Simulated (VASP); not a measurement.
# Be (P6_3/mmc) in VASP: a series of runs

Runs on Be. Level: PBEsol. Tasks: single point.

Everything below comes from runs of VASP 6.6.1. Logs are shortened: lines on timing, memory, paths and dates and some standing lists are left out, and cuts for length are marked.

### Step 1. The cell of the first run

It takes space group P6_3/mmc (No. 194, hexagonal). Conventional cell: a = 2.414 Å, b = 2.414 Å, c = 3.511 Å, α = 90.00°, β = 90.00°, γ = 120.00°. Be (site symmetry -6m2) has 12 Be at 2.24 to 2.41 Å within 3.0 Å.

### Step 2. Single point, PBEsol (strain +0.050 along x and y, -0.025 along z)

INCAR reads:

```
SYSTEM = Be
PREC = Accurate
ENCUT = 520
EDIFF = 1E-7
ISMEAR = 0
SIGMA = 0.15
LREAL = .FALSE.
LASPH = .TRUE.
NELM = 60
ALGO = Fast
ISIF = 2
LWAVE = .FALSE.
LCHARG = .FALSE.
GGA = PS
NBANDS = 9
```

KPOINTS reads:

```
regular mesh
0
G
  24 24 14
  0 0 0
```

POSCAR reads:

```
Be
1.0
    2.4144770842      0.0000000000      0.0000000000
   -1.2072385421      2.0909984917      0.0000000000
    0.0000000000      0.0000000000      3.5108775000
Be
2
Direct
    0.3333333333      0.6666666667      0.2500000000
    0.6666666667      0.3333333333      0.7500000000
```

Potentials or basis: VASP PAW PBE potentials, release 64 (Be).

On the command line:

```
$ cat potpaw_PBE.64/Be/POTCAR > POTCAR
$ mpirun -np 1 vasp_std > vasp.out
```

OUTCAR:

```text
SYSTEM = Be
   PREC = Accurate
   ENCUT = 520
   EDIFF = 1E-7
   ISMEAR = 0
   LREAL = .FALSE.
   LASPH = .TRUE.
   NELM = 60
   ISIF = 2
   GGA = PS

 ion  position               nearest neighbor table
   1  0.333  0.667  0.250-   2 2.24   2 2.24   2 2.24   2 2.24   2 2.24   2 2.24
   2  0.667  0.333  0.750-   1 2.24   1 2.24   1 2.24   1 2.24   1 2.24   1 2.24

  LATTYP: Found a hexagonal cell.
 ALAT       =     2.4144770842
 C/A-ratio  =     1.4540943557

  Lattice vectors:

 A1 = (   2.4144770842,   0.0000000000,   0.0000000000)
 A2 = (  -1.2072385421,   2.0909984917,   0.0000000000)
 A3 = (   0.0000000000,   0.0000000000,   3.5108775000)

Analysis of symmetry for initial positions (statically):
=====================================================================
 Subroutine PRICEL returns:
 Original cell was already a primitive cell.

 Routine SETGRP: Setting up the symmetry group for a
 hexagonal supercell.

 Subroutine GETGRP returns: Found 24 space group operations
 (whereof 12 operations were pure point group operations)
 out of a pool of 24 trial point group operations.

The static configuration has the point symmetry D_3d.
 The point group associated with its full space group is D_6h.

Analysis of symmetry for dynamics (positions and initial velocities):
=====================================================================
 Subroutine PRICEL returns:
 Original cell was already a primitive cell.

 Routine SETGRP: Setting up the symmetry group for a
 hexagonal supercell.

 Subroutine GETGRP returns: Found 24 space group operations
 (whereof 12 operations were pure point group operations)
 out of a pool of 24 trial point group operations.

The dynamic configuration has the point symmetry D_3d.
 The point group associated with its full space group is D_6h.

 Subroutine INISYM returns: Found 24 space group operations
 (whereof 12 operations are pure point group operations),
 and found     1 'primitive' translations

----------------------------------------------------------------------------------------

                                     Primitive cell

  volume of cell :      17.7253

  direct lattice vectors                    reciprocal lattice vectors
     2.414477084  0.000000000  0.000000000     0.414168354  0.239120211  0.000000000
    -1.207238542  2.090998492  0.000000000     0.000000000  0.478240421  0.000000000
     0.000000000  0.000000000  3.510877500     0.000000000  0.000000000  0.284829078

  length of vectors
     2.414477084  2.414477084  3.510877500     0.478240421  0.478240421  0.284829078

  position of ions in fractional coordinates (direct lattice)
     0.333333333  0.666666667  0.250000000
     0.666666667  0.333333333  0.750000000

  ion indices of the primitive-cell ions
   primitive index   ion index
                 1           1
                 2           2

----------------------------------------------------------------------------------------

 KPOINTS: regular mesh

Automatic generation of k-mesh.
 Grid dimensions read from file:
 generate k-points for:   24   24   14

 Generating k-lattice:

  Cartesian coordinates                     Fractional coordinates (reciprocal lattice)
     0.017257015  0.009963342  0.000000000     0.041666667  0.000000000  0.000000000
     0.000000000  0.019926684  0.000000000     0.000000000  0.041666667  0.000000000
     0.000000000  0.000000000  0.020344934     0.000000000  0.000000000  0.071428571

  Length of vectors
     0.019926684  0.019926684  0.020344934

  Shift w.r.t. Gamma in fractional coordinates (k-lattice)
     0.000000000  0.000000000  0.000000000

 Subroutine IBZKPT returns following result:
 ===========================================

 Found    488 irreducible k-points:

 Following reciprocal coordinates:
            Coordinates               Weight
  0.000000  0.000000  0.000000      1.000000
  0.041667  0.000000  0.000000      6.000000
  0.083333  0.000000  0.000000      6.000000
  0.125000  0.000000  0.000000      6.000000
  0.166667  0.000000  0.000000      6.000000
  0.208333 -0.000000  0.000000      6.000000
[... 16 lines left out ...]
  0.416667  0.041667  0.000000     12.000000
  0.458333  0.041667  0.000000     12.000000
 [... further k-points ...]
   k-points           NKPTS =    488   k-points in BZ     NKDIM =    488   number of bands    NBANDS=      9
   number of dos      NEDOS =    301   number of ions     NIONS =      2
   total plane-waves  NPLWV =   9072
   dimension x,y,z NGX =    18 NGY =   18 NGZ =   28
   dimension x,y,z NGXF=    36 NGYF=   36 NGZF=   56
   ions per type =               2
   NGX,Y,Z   is equivalent  to a cutoff of  12.39, 12.39, 13.26 a.u.
   NGXF,Y,Z  is equivalent  to a cutoff of  24.79, 24.79, 26.52 a.u.
 SYSTEM =  Be
   PREC   = accura    normal or accurate (medium, high low for compatibility)
   ISTART =      0    job   : 0-new  1-cont  2-samecut
   ICHARG =      2    charge: 1-file 2-atom 10-const
   ISPIN  =      1    spin polarized calculation?
   LNONCOLLINEAR =      F non collinear calculations
   LSORBIT =      F    spin-orbit coupling
   LASPH  =      T    aspherical Exc in radial PAW
   ENCUT  =  520.0 eV  38.22 Ry    6.18 a.u.   4.49  4.49  6.53*2*pi/ulx,y,z
   NELM   =     60;   NELMIN=  2; NELMDL= -5     # of ELM steps
   EDIFF  = 0.1E-06   stopping-criterion for ELM
   LREAL  =      F    real-space projection
   EDIFFG = 0.1E-05   stopping-criterion for IOM
   NSW    =      0    number of steps for IOM
   IBRION =     -1    ionic relax: 0-MD 1-quasi-New 2-CG
   NFREE  =      0    steps in history (QN), initial steepest desc. (CG)
   ISIF   =      2    stress and relaxation
   ISYM   =      2    0-nonsym 1-usesym 2-fastsym
   POTIM  = 0.5000    time-step for ionic-motion
   TEBEG  =    0.0;   TEEND  =   0.0 temperature during run
   PSTRESS=    0.0 pullay stress
   NELECT =       4.0000    total number of electrons
   NUPDOWN=      -1.0000    fix difference up-down
   EMIN   =  10.00;   EMAX   =-10.00  energy-range for DOS
   EFERMI =   0.00;   METHOD = LEGACY
   ISMEAR =     0;   SIGMA  =   0.15  broadening in eV -4-tet -1-fermi 0-gaus
   EFERMI_NEDOS =   21; number of points for ismear=-14 and -15
   IALGO  =     68    algorithm
   IMIX   =      4    mixing-type and parameters
     AMIX     =   0.40;   BMIX     =  1.00
     AMIX_MAG =   1.60;   BMIX_MAG =  1.00
  volume/ion in A,a.u.               =       8.86        59.81
  Fermi-wavevector in a.u.,A,eV,Ry     =   0.996699  1.883488 13.516147  0.993409
  Thomas-Fermi vector in A             =   2.128805
   LORBIT       =      0    0 simple, 1 ext, 2 COOP (PROOUT), +10 PAW based schemes
   GGA     = PS    functional components
   LHFCALC =     F    Hartree Fock is set to
   AEXX    =    0.0000 exact exchange contribution
   IVDW    =     0    specifies the selected vdW correction
   LEPSILON=     F    determine dielectric tensor
   LRPA    =     F    only Hartree local field effects (RPA)
 non-spin polarized calculation
 RMM-DIIS sequential band-by-band and
 Gauss-broadening in eV      SIGMA  =   0.15
  energy-cutoff  :      520.00
  volume of cell :       17.73
 maximum number of plane-waves:       494
 NGX is ok and might be reduce to    18
   NGX =  9   NGY =  9   NGZ = 13

 number of electron       4.0000000 magnetization

 Free energy of the ion-electron system (eV)
  ---------------------------------------------------
  ext. energy  EPLUGINS =         0.00000000
  ---------------------------------------------------
  free energy    TOTEN  =        -7.86257281 eV

  energy without entropy =       -7.86138714  energy(sigma->0) =       -7.86197998

 E-fermi :   5.9827     XC(G=0): -10.2357

 val. band max:        5.9120144795   @ k =   0.2917   0.1250   0.0714
 cond. band min:       5.9952604935   @ k =   0.2917   0.0417   0.0000
 fundamental gap:      0.0832460139
 Fermi energy:         5.9826842684

 k-point     1 :       0.0000    0.0000    0.0000
  band No.  band energies     occupation
      1      -4.6036      2.00000
      2       2.7929      2.00000
      3       8.2166      0.00000
      4      19.2776      0.00000
      5      19.2776      0.00000
      6      22.3057      0.00000
      7      22.3057      0.00000
      8      26.3094      0.00000
      9      30.1288      0.00000

 k-point     2 :       0.0417    0.0000    0.0000
  band No.  band energies     occupation
      1      -4.5584      2.00000
      2       2.8499      2.00000
      3       8.2274      0.00000
      4      18.9185      0.00000
      5      18.9990      0.00000
      6      22.3330      0.00000
      7      22.5072      0.00000
      8      26.1442      0.00000
      9      29.3785      0.00000

 k-point     3 :       0.0833    0.0000    0.0000
  band No.  band energies     occupation
      1      -4.4225      2.00000
      2       3.0207      2.00000
      3       8.2569      0.00000
      4      17.9750      0.00000
      5      18.3563      0.00000
      6      22.3815      0.00000
      7      22.8957      0.00000
      8      25.6444      0.00000
      9      28.1307      0.00000

 k-point     4 :       0.1250    0.0000    0.0000
  band No.  band energies     occupation
      1      -4.1960      2.00000
      2       3.3049      2.00000
      3       8.2945      0.00000
      4      16.6997      0.00000
      5      17.5932      0.00000
      6      22.4122      0.00000
      7      23.1848      0.00000
      8      24.8049      0.00000
      9      26.6974      0.00000
[... 205 lines left out ...]
 k-point    22 :       0.3750    0.0417    0.0000
  band No.  band energies     occupation
      1      -0.5060      2.00000
      2       4.9875      2.00000
      3       7.8145      0.00000
      4      12.1952      0.00000
      5      13.6765      0.00000
      6      15.0875      0.00000
      7      17.6889      0.00000
      8      21.8981      0.00000
      9      23.1239      0.00000

 k-point    23 :       0.4167    0.0417    0.0000
  band No.  band energies     occupation
      1       0.3448      2.00000
      2       3.8830      2.00000
      3       8.7851      0.00000
      4      12.5368      0.00000
      5      13.4155      0.00000
      6      13.7290      0.00000
      7      16.8844      0.00000
      8      21.7494      0.00000
      9      23.1272      0.00000

 k-point    24 :       0.4583    0.0417    0.0000
  band No.  band energies     occupation
      1       1.1234      2.00000
      2       2.9674      2.00000
      3       9.5717      0.00000
      4      12.7459      0.00000
      5      12.8760      0.00000
      6      13.1911      0.00000
      7      16.4142      0.00000
      8      21.6730      0.00000
      9      23.1307      0.00000

 [... further k-points ...]

------------------------ aborting loop because EDIFF is reached ----------------------------------------

  FORCE on cell =-STRESS in cart. coord.  units (eV):
  Direction    XX          YY          ZZ          XY          YZ          ZX
  --------------------------------------------------------------------------------------
  -------------------------------------------------------------------------------------
  Total       -1.8791275     -1.8791275      0.1548019      0.0000000      0.0000000      0.0000000
  in kB     -169.8534408   -169.8534408     13.9924676      0.0000000      0.0000000      0.0000000
  external PRESSURE =    -108.5714713 kB  Pullay stress =       0.0000000 kB

 VOLUME and BASIS-vectors are now :
 -----------------------------------------------------------------------------
  energy-cutoff  :      520.00
  volume of cell :       17.73
      direct lattice vectors                 reciprocal lattice vectors
     2.414477084  0.000000000  0.000000000     0.414168354  0.239120211  0.000000000
    -1.207238542  2.090998492  0.000000000     0.000000000  0.478240421  0.000000000
     0.000000000  0.000000000  3.510877500     0.000000000  0.000000000  0.284829078

 POSITION                                       TOTAL-FORCE (eV/Angst)
 -----------------------------------------------------------------------------------
     -0.00000      1.39400      0.87772         0.000000     -0.000000      0.000000
      1.20724      0.69700      2.63316        -0.000000      0.000000      0.000000
 -----------------------------------------------------------------------------------
    total drift:                                0.000000     -0.000000      0.000000

  FREE ENERGIE OF THE ION-ELECTRON SYSTEM (eV)
  ---------------------------------------------------
  free  energy   TOTEN  =        -7.8625728133 eV

  energy  without entropy=       -7.8613871418  energy(sigma->0) =       -7.86197998
```

Run time: 28 s. Hardware: 1 thread of Intel Xeon Platinum 8488C (Sapphire Rapids), shared host; peak memory 0.17 GiB.

Results:

| Quantity | Value |
| --- | --- |
| Free energy | -7.8626 eV |
| Pressure | -10.9 GPa |
| Band gap on the k mesh | zero (bands 2 and 3 overlap by 2.37 eV) |

Stress tensor (GPa, compression positive):
```
-16.99   0.00   0.00
  0.00 -16.99   0.00
  0.00   0.00   1.40
```

Caveat: the cell differs from its parent crystal (strain +0.050 along x and y, -0.025 along z); the cell stands under tension; the PAW data sets were made with another functional, which shifts forces and pressure a little.

### Step 3. Single point, PBEsol (strain +0.025 along x and y, +0.025 along z)

INCAR reads:

```
PREC = Accurate ; ENCUT = 520
EDIFF = 1E-6 ; ISMEAR = 0
SIGMA = 0.15 ; LREAL = False
LASPH = True ; NELM = 80
ALGO = Fast ; ISIF = 2
LWAVE = False ; LCHARG = False
GGA = PS ; NBANDS = 9
```

KPOINTS reads:

```
Automatic mesh
0
Gamma
  24 24 14
```

POSCAR reads:

```
Be
1.0
    2.3569895345      0.0000000000      0.0000000000
   -1.1784947673      2.0412128133      0.0000000000
    0.0000000000      0.0000000000      3.6909225000
Be
2
Direct
    0.3333333333      0.6666666667      0.2500000000
    0.6666666667      0.3333333333      0.7500000000
```

Potentials or basis: VASP PAW PBE potentials, release 64 (Be).

On the command line:

```
$ cat potpaw_PBE.64/Be/POTCAR > POTCAR
$ mpirun -np 1 vasp_std > vasp.out
```

It took 25 s on 1 thread of Intel Xeon Platinum 8488C (Sapphire Rapids), shared host; peak memory 0.17 GiB.

It converged, with:

- Free energy: -7.9106 eV
- Pressure: -12.3 GPa
- Band gap on the k mesh: zero (bands 2 and 3 overlap by 1.96 eV)

Stress tensor (GPa, compression positive):
```
-12.23   0.00   0.00
  0.00 -12.23   0.00
  0.00   0.00 -12.38
```

Levels at points of the mesh, in eV from the Fermi level:
```
           k point  band 1  band 2  band 3  band 4  band 5  band 6  band 7
(0.00, 0.00, 0.00)  -10.68   -3.98    0.88   14.53   14.53   17.18   17.18
(0.50, 0.00, 0.00)   -4.60   -3.01    3.40    6.11    6.13    8.57    9.26
(0.00, 0.00, 0.50)   -8.60   -8.60    9.97    9.97   16.05   16.05   16.05
(0.50, 0.00, 0.50)   -3.28   -3.28    1.25    1.25   10.99   10.99   14.15
```

Caveat: the cell differs from its parent crystal (strain +0.025 along x and y, +0.025 along z); the cell stands under tension; the PAW data sets were made with another functional, which shifts forces and pressure a little.

### Step 4. Single point, PBEsol (strain +0.050 along x and y, +0.025 along z)

INCAR reads:

```
PREC     = Accurate       # precision mode
ENCUT    = 520            # plane-wave cutoff, eV
EDIFF    = 1E-6           # SCF threshold, eV
ISMEAR   = 0              # smearing method
SIGMA    = 0.15           # smearing width, eV
LREAL    = False          # projectors in reciprocal space
LASPH    = True           # aspherical terms in the spheres
NELM     = 80             # most SCF steps
ALGO     = Normal         # electronic algorithm
ISIF     = 2              # what is computed and relaxed
LWAVE    = False          # write WAVECAR
LCHARG   = False          # write CHGCAR
GGA      = PS             # functional
NBANDS   = 9              # bands
```

KPOINTS is that of step 3.

POSCAR reads:

```
Be
1.0
    2.4144770842      0.0000000000      0.0000000000
   -1.2072385421      2.0909984917      0.0000000000
    0.0000000000      0.0000000000      3.6909225000
Be
2
Direct
    0.3333333333      0.6666666667      0.2500000000
    0.6666666667      0.3333333333      0.7500000000
```

On the command line:

```
$ cat potpaw_PBE.64/Be/POTCAR > POTCAR
$ mpirun -np 1 vasp_std > vasp.out
```

Run time: 25 s. Hardware: 1 thread of Intel Xeon Platinum 8488C (Sapphire Rapids), shared host; peak memory 0.18 GiB.

The run converged. Its results:

```yaml
Free_energy: -7.8295 eV
Pressure: -15.6 GPa
Band_gap_on_the_k_mesh: zero (bands 2 and 3 overlap by 2.06 eV)
```

Stress tensor (GPa, compression positive):
```
-17.15   0.00   0.00
  0.00 -17.15   0.00
  0.00   0.00 -12.40
```

Levels at points of the mesh, in eV from the Fermi level:
```csv
k point,band 1,band 2,band 3,band 4,band 5,band 6,band 7
"(0.00, 0.00, 0.00)",-10.37,-3.57,1.18,13.61,13.61,16.29,16.29
"(0.50, 0.00, 0.00)",-4.46,-3.02,3.38,6.11,6.14,7.97,9.11
"(0.00, 0.00, 0.50)",-8.28,-8.28,10.30,10.30,15.15,15.15,15.15
"(0.50, 0.00, 0.50)",-3.13,-3.13,1.11,1.11,10.40,10.40,14.02
```

Caveat: the cell differs from its parent crystal (strain +0.050 along x and y, +0.025 along z); the cell stands under tension; the PAW data sets were made with another functional, which shifts forces and pressure a little.

### Step 5. Single point, PBEsol (strain +0.050 along x and y, +0.050 along z)

INCAR reads:

```
ALGO = Fast
EDIFF = 1E-6
ENCUT = 520
GGA = PS
ISIF = 2
ISMEAR = 0
LASPH = True
LCHARG = False
LREAL = False
LWAVE = False
NBANDS = 9
NELM = 60
PREC = Accurate
SIGMA = 0.15
```

KPOINTS reads:

```
k-points
0
Gamma
  24 24 14
```

POSCAR: that of step 4 with these lines changed.

```diff
@@ -4,3 +4,3 @@
    -1.2072385421      2.0909984917      0.0000000000
-    0.0000000000      0.0000000000      3.6909225000
+    0.0000000000      0.0000000000      3.7809450000
 Be
```

On the command line:

```
$ cat potpaw_PBE.64/Be/POTCAR > POTCAR
$ mpirun -np 1 vasp_std > vasp.out
```

It took 26 s on 1 thread of Intel Xeon Platinum 8488C (Sapphire Rapids), shared host; peak memory 0.18 GiB.

The run converged. Its results:

* Free energy: -7.7861 eV
* Pressure: -17.4 GPa
* Band gap on the k mesh: zero (bands 2 and 3 overlap by 1.93 eV)

Stress tensor (GPa, compression positive):
```
-17.01   0.00   0.00
  0.00 -17.01   0.00
  0.00   0.00 -18.15
```

Levels at points of the mesh, in eV from the Fermi level:
| k point | band 1 | band 2 | band 3 | band 4 | band 5 | band 6 | band 7 |
| --- | --- | --- | --- | --- | --- | --- | --- |
| (0.00, 0.00, 0.00) | -10.31 | -3.76 | 0.66 | 13.71 | 13.71 | 16.22 | 16.22 |
| (0.50, 0.00, 0.00) | -4.37 | -2.96 | 3.23 | 5.67 | 5.88 | 8.10 | 8.68 |
| (0.00, 0.00, 0.50) | -8.30 | -8.30 | 9.41 | 9.41 | 15.13 | 15.13 | 15.13 |
| (0.50, 0.00, 0.50) | -3.10 | -3.10 | 1.04 | 1.04 | 10.39 | 10.39 | 13.33 |

Caveat: the cell differs from its parent crystal (strain +0.050 along x and y, +0.050 along z); the cell stands under tension; the PAW data sets were made with another functional, which shifts forces and pressure a little.

### Step 6. The runs side by side

| cell | gap on the mesh (eV) | pressure (GPa) |
| --- | --- | --- |
| a = 2.414, b = 2.414, c = 3.511 Å, angles 90.0, 90.0, 120.0°, 2 atoms | none | -10.9 |
| a = 2.357, b = 2.357, c = 3.691 Å, angles 90.0, 90.0, 120.0°, 2 atoms | none | -12.3 |
| a = 2.414, b = 2.414, c = 3.691 Å, angles 90.0, 90.0, 120.0°, 2 atoms | none | -15.6 |
| a = 2.414, b = 2.414, c = 3.781 Å, angles 90.0, 90.0, 120.0°, 2 atoms | none | -17.4 |

Alike in all rows: task single point; level PBEsol; potentials or basis VASP PAW PBE potentials, release 64 (Be); no spin polarisation; k mesh 24 × 24 × 14; cutoff (eV) 520; smearing gaussian 0.15 eV.

Caveats: the cell stands under tension; the PAW data sets were made with another functional, which shifts forces and pressure a little.

Total energies depend on the potentials used, so only differences within one code and one set of settings carry meaning.
